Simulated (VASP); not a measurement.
Sb:

```
Sb
1.0
    -1.91293    1.91293    1.91293
     1.91293   -1.91293    1.91293
     1.91293    1.91293   -1.91293
Sb
1
Direct
  0.00000 0.00000 0.00000
```

- Program: VASP 6.6.1
- Task: relaxation of cell and atoms
- Functional: PBE
- Potentials or basis: VASP PAW PBE potentials, release 64 (Sb)
- Cutoff: 500 eV
- k mesh: 16 × 16 × 16
- Occupations: fermi-dirac, width 0.1 eV
- Spin: no spin polarisation

At the start: pressure -1.6 GPa; volume 28.00 Å³/atom.

How do energy, volume and symmetry change on relaxing?

Over 3 steps the energy falls by 4.1 meV/atom and the volume is 27.21 Å³/atom (-2.8 %); space group Im-3m (No. 229, to 0.05 Å).

Step by step:
```
step  energy change (eV)  largest force (eV/Å)  pressure (GPa)  volume (Å³)
   1              0.0000                0.0000           -1.61        28.00
   2             -0.0033                0.0000            0.75        26.88
   3             -0.0041                0.0000            0.00        27.21
```

Final structure:
```
Sb
1.0
    -1.89468    1.89468    1.89468
     1.89468   -1.89468    1.89468
     1.89468    1.89468   -1.89468
Sb
1
Direct
  0.00000 0.00000 0.00000
```
